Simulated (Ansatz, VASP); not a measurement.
Two plane-wave programs on ZnS

```
Zn S
1.0
     3.61879    0.00000    0.00000
    -1.80939    3.13396    0.00000
     0.00000    0.00000    7.11852
Zn S
2 2
Direct
  0.33333 0.66667 0.00520
  0.66667 0.33333 0.50520
  0.33333 0.66667 0.36659
  0.66667 0.33333 0.86659
```

Alike in both runs: task single point; functional PBE; k mesh 9 × 9 × 4; occupations gaussian, width 0.05 eV; no spin polarisation.

```csv
,VASP,Ansatz
version,VASP 6.6.1,Ansatz 0.2.0
potentials or method,"VASP PAW PBE potentials, release 64 (Zn, S), cutoff 520 eV","scalar-relativistic, plane waves, PAW"
valence electrons in the cell,36,36
```

```tsv
	VASP	Ansatz	Ansatz less VASP
gap on the k mesh at the Fermi level (eV)	0.99	1.00	+0.006
least direct gap on the mesh (eV)	0.99	1.00	+0.006
pressure (GPa)	1.4	1.3	-0.15
traceless stress, the component that is largest in VASP (GPa)	-12.35	-12.29	+0.058
rms of the force components (eV/Å)	0.092	0.084	-0.0074
```

Atom by atom the forces differ by 0.007 eV/Å (rms over components).
